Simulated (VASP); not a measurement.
Sb, 2 atoms in the cell. It takes space group R-3m (No. 166, trigonal). The conventional cell has a = 4.308 Å, b = 4.308 Å, c = 11.274 Å, α = 90.00°, β = 90.00°, γ = 120.00°. Sb (site symmetry 3m) has 6 Sb at 2.91 to 3.35 Å within 3.8 Å. 

```yaml
Program: VASP 6.6.1
Task: single point
Functional: PBE
Potentials_or_basis: VASP PAW PBE potentials, release 64 (Sb)
Cutoff: 520 eV
k_mesh: 9 × 9 × 9
Occupations: fermi-dirac, width 0.05 eV
Spin: no spin polarisation
Dipole_correction: no
Further_INCAR_settings: ALGO = Normal; EDIFF = 1e-07; NBANDS = 12
```

Potentials or basis: VASP PAW PBE potentials, release 64 (Sb).

The run is started by

```console
$ cat potpaw_PBE.64/Sb/POTCAR > POTCAR
$ mpirun -np 1 vasp_std > vasp.out
```

Hardware: 1 thread of AMD EPYC 7R43 64-Core Processor (Zen 3), on a shared host.

Task: How long does it take, and how much memory?

Result: Run time: 99 s on 1 thread of AMD EPYC 7R43 64-Core Processor (Zen 3), with other jobs on the host, peak memory 0.18 GiB. Counts: scf iterations 13, k points 85.
